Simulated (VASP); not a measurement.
Runs of VASP 6.6.1 on Nb2Si. The structure is that of space group Fd-3m (No. 227), or close to it. The cells are those of the table. 

```csv
task,cell,k mesh,cutoff (eV),gap on the mesh (eV),pressure (GPa),relaxed volume (Å³/atom)
single point,"a = 5.358 Å, angles 60.0°, 6 atoms",4 × 4 × 4,520,0.04,-0.1,-
relaxation of cell and atoms,"relaxed from a = 5.358 Å, angles 60.0°, 6 atoms",8 × 8 × 8,600,none,0.0,18.09
relaxation of cell and atoms,"relaxed from a = 5.104 Å, angles 60.0°, 6 atoms",4 × 4 × 4,600,0.04,-0.1,18.13
single point,"a = 5.104 Å, angles 60.0°, 6 atoms",4 × 4 × 4,520,none,25.5,-
single point,"a = 5.357 Å, angles 60.0°, 6 atoms",8 × 8 × 8,520,none,(a),-
```

Alike in all rows: level PBE; potentials or basis VASP PAW PBE potentials, release 64 (Nb_sv, Si); no spin polarisation; smearing gaussian 0.1 eV.

**Question.** Fill in the values left out.

**Answer.** (a) -0.2.

Caveats: some runs use coarse meshes; the volume moved by over 15 % at a fixed basis, so the end points are rough (some runs).

A k mesh can miss the band edges, and the runs leave out spin-orbit coupling on Nb.

A gap of «none» marks levels without a gap at the run's occupations.
